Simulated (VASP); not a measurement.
A run of VASP 6.6.1 is set up as follows.

INCAR

```
SYSTEM = PrYSe3
ALGO = Normal
EDIFF = 1E-6
ENCUT = 500
GGA = PE
GGA_COMPAT = .False.
ISIF = 2
ISMEAR = 0
LASPH = .True.
LCHARG = .False.
LMAXMIX = 6
LREAL = .False.
LWAVE = .False.
NBANDS = 28
NELM = 200
PREC = Accurate
SIGMA = 0.15
```

KPOINTS

```
k-points
0
Gamma
  3 3 2
  0 0 0
```

The input POSCAR:

```
PrYSe3
1.0
    3.7662487560     -3.7977933385      0.0000000000
    3.7662487560      3.7977933385      0.0000000000
    0.0000000000      0.0000000000      5.4683426046
Pr Y Se
1 1 3
Direct
    0.0000000000      0.0000000000      0.5000000000
    0.5000000000      0.5000000000      0.5000000000
    0.0000000000      0.5000000000      0.0000000000
    0.5000000000      0.0000000000      0.0000000000
    0.0000000000      0.0000000000      0.0000000000
```

Potentials or basis: VASP PAW PBE potentials, release 64 (Pr_3, Y_sv, Se), 4f in core.

The run is started by

```console
$ cat potpaw_PBE.64/Pr_3/POTCAR potpaw_PBE.64/Y_sv/POTCAR potpaw_PBE.64/Se/POTCAR > POTCAR
$ mpirun -np 1 vasp_std > vasp.out
```

Task: Predict the band gap on the k mesh.

Result: Zero (bands 20 and 21 overlap by 0.96 eV).

Task: What does it give for the pressure?

Result: 0.2 GPa.

Stress tensor (GPa, compression positive):
```
0.36 0.00 0.00
0.00 0.09 0.00
0.00 0.00 0.08
```

Caveat: the k points lie up to 0.57 Å⁻¹ apart, too coarse for converged energies and pressures of a metal; spin-orbit coupling is left out, which moves the levels of the heavy elements; the 4f electrons are frozen in the core, so they carry no moment and show no levels; the run has no spin polarisation, though such a crystal can be magnetic. With open d or f shells a metallic result of PBE can be an artefact of self-interaction; +U or a hybrid may open a gap.
